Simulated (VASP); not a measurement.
Wanted: the native input for a VASP 6.6.1 run.

```
Task                   : single point
Functional             : PBE
Potentials or basis    : VASP PAW PBE potentials, release 64 (Ba_sv, Re_sv_GW)
Cutoff                 : 560 eV
k mesh                 : 8 × 8 × 8
Occupations            : methfessel-paxton, width 0.15 eV
Spin                   : no spin polarisation
Dipole correction      : no
Further INCAR settings : ALGO = Normal; EDIFF = 1e-06; NBANDS = 20
```

The structure of BaRe lies in POSCAR:

```
BaRe
1.0
    3.7233438108      0.0000000000      0.0000000000
    0.0000000000      3.7233438108      0.0000000000
    0.0000000000      0.0000000000      3.7233438108
Ba Re
1 1
Direct
    0.0000000000      0.0000000000      0.0000000000
    0.5000000000      0.5000000000      0.5000000000
```

These files were run (other wordings do the same):

INCAR

```
  ALGO = Normal
  EDIFF = 1E-6
  ENCUT = 560
  GGA = PE
  GGA_COMPAT = F
  ISIF = 2
  ISMEAR = 1
  LASPH = T
  LCHARG = T
  LELF = T
  LREAL = F
  LVHAR = T
  LWAVE = F
  NBANDS = 20
  NELM = 120
  PREC = Accurate
  SIGMA = 0.15
```

KPOINTS

```
k-points
0
Gamma
  8 8 8
```

Potentials or basis: VASP PAW PBE potentials, release 64 (Ba_sv, Re_sv_GW).

Launch:

```console
$ cat potpaw_PBE.64/Ba_sv/POTCAR potpaw_PBE.64/Re_sv_GW/POTCAR > POTCAR
$ mpirun -np 1 vasp_std > vasp.out
```

It gave:

```json
{"Pressure": "1.3 GPa", "Band gap on the k mesh": "zero (an odd number of electrons rules out a gap without spin polarisation)"}
```

Caveat: spin-orbit coupling is left out, which moves the levels of the heavy elements.

It took 20 s on 1 thread of AMD EPYC 9R45 96-Core Processor (Zen 5), with other jobs on the host, peak memory 0.17 GiB.
